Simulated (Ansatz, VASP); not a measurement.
One calculation of Ga2O3, two programs

```xyz
10
Lattice="2.4987 1.4426 4.4835 -2.4987 1.4426 4.4835 0.0000 -2.8852 4.4835" Properties=species:S:1:pos:R:3 pbc="T T T"
Ga    0.0000    0.0000   11.5082
Ga    0.0000    0.0000    8.6678
Ga    0.0000    0.0000    1.9425
Ga    0.0000    0.0000    4.7829
O     0.7575    1.5732    5.6044
O     0.9837   -1.4426    5.6044
O    -1.7412   -0.1306    5.6044
O    -0.7575   -1.5732    7.8462
O     1.7412    0.1306    7.8462
O    -0.9837    1.4426    7.8462
```

Alike in both runs: task electric field gradients; functional PBE; k mesh 7 × 7 × 7; occupations fermi-dirac, width 0.01 eV; no spin polarisation.

|  | VASP | Ansatz |
| --- | --- | --- |
| version | VASP 6.6.1 | Ansatz 0.2.0 |
| potentials or method | VASP PAW PBE potentials, release 64 (Ga_d, O) | plane-wave PAW, scalar-relativistic |
| plane-wave cutoff (eV) | 520 | 420 |
| valence electrons in the cell | 88 | 88 |

|  | VASP | Ansatz | Ansatz less VASP |
| --- | --- | --- | --- |
| gap on the k mesh at the Fermi level (eV) | 2.79 | 2.79 | +0.007 |
| pressure (GPa) | 9.0 | 8.0 | -1.00 |
| traceless stress, the component that is largest in VASP (GPa) | -0.47 | -0.39 | +0.080 |
| rms of the force components (eV/Å) | 0.025 | 0.018 | -0.0071 |
| size of Vzz on the site where it differs most (V/Å²) | 23.9 | 25.8 | +1.82 |

Atom by atom the forces differ by 0.007 eV/Å (rms over components).
